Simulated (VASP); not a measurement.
Set up this calculation in VASP 6.6.1, as the native input.

```
Task                   : single point
Functional             : r2SCAN
Potentials or basis    : VASP PAW PBE potentials, release 64 (Sn_d, Se)
Cutoff                 : 520 eV
k mesh                 : 6 × 6 × 4
Occupations            : gaussian, width 0.05 eV
Spin                   : no spin polarisation
Dipole correction      : no
Further INCAR settings : ALGO = Normal; EDIFF = 1e-06; NBANDS = 28
```

SnSe:

```xyz
4
Lattice="4.2853 0.0000 0.0000 0.0000 4.2853 0.0000 0.0000 0.0000 10.6610" Properties=species:S:1:pos:R:3 pbc="T T T"
Sn    2.1427    0.0000    3.9683
Sn    0.0000    2.1427    6.6926
Se    2.1427    0.0000    6.5676
Se    0.0000    2.1427    4.0934
```

This cell differs from its parent crystal: strain +0.000 along x and y, -0.030 along z.

One way to write it, as run:

POSCAR

```
SnSe
1.0
    4.2853274191      0.0000000000      0.0000000000
    0.0000000000      4.2853274191      0.0000000000
    0.0000000000      0.0000000000     10.6609713661
Sn Se
2 2
Direct
    0.5000000000      0.0000000000      0.3722291100
    0.0000000000      0.5000000000      0.6277708900
    0.5000000000      0.0000000000      0.6160394900
    0.0000000000      0.5000000000      0.3839605100
```

INCAR.step1

```
  ALGO = Normal
  EDIFF = 1E-4
  ENCUT = 520
  GGA = PE
  ISMEAR = 0
  LASPH = T
  LCHARG = F
  LREAL = F
  LWAVE = T
  NBANDS = 28
  NELM = 60
  PREC = Accurate
  SIGMA = 0.05
```

INCAR.step2

```
  ALGO = Normal
  EDIFF = 1E-6
  ENCUT = 520
  ISIF = 2
  ISMEAR = 0
  ISTART = 1
  LASPH = T
  LCHARG = F
  LMIXTAU = T
  LREAL = F
  LWAVE = F
  METAGGA = R2SCAN
  NBANDS = 28
  NELM = 60
  PREC = Accurate
  SIGMA = 0.05
```

KPOINTS

```
k-points
0
Gamma
  6 6 4
```

Potentials or basis: VASP PAW PBE potentials, release 64 (Sn_d, Se).

The run is started by

```sh
$ cat potpaw_PBE.64/Sn_d/POTCAR potpaw_PBE.64/Se/POTCAR > POTCAR
$ cp INCAR.step1 INCAR
$ mpirun -np 1 vasp_std > vasp.out
$ cp INCAR.step2 INCAR
$ mpirun -np 1 vasp_std > vasp.out
```

It gave:

```json
{"Pressure": "1.0 GPa", "Largest force": "0.550 eV/Å", "Band gap on the k mesh": "1.69 eV"}
```

Caveat: the cell differs from its parent crystal (strain +0.000 along x and y, -0.030 along z); the PAW data sets were made with another functional, which shifts forces and pressure a little; spin-orbit coupling is left out, which moves the levels of the heavy elements.

Wall time 6.5 min on 1 thread of Intel(R) Xeon(R) Platinum 8488C (Sapphire Rapids), with other jobs on the host, peak memory 0.39 GiB.
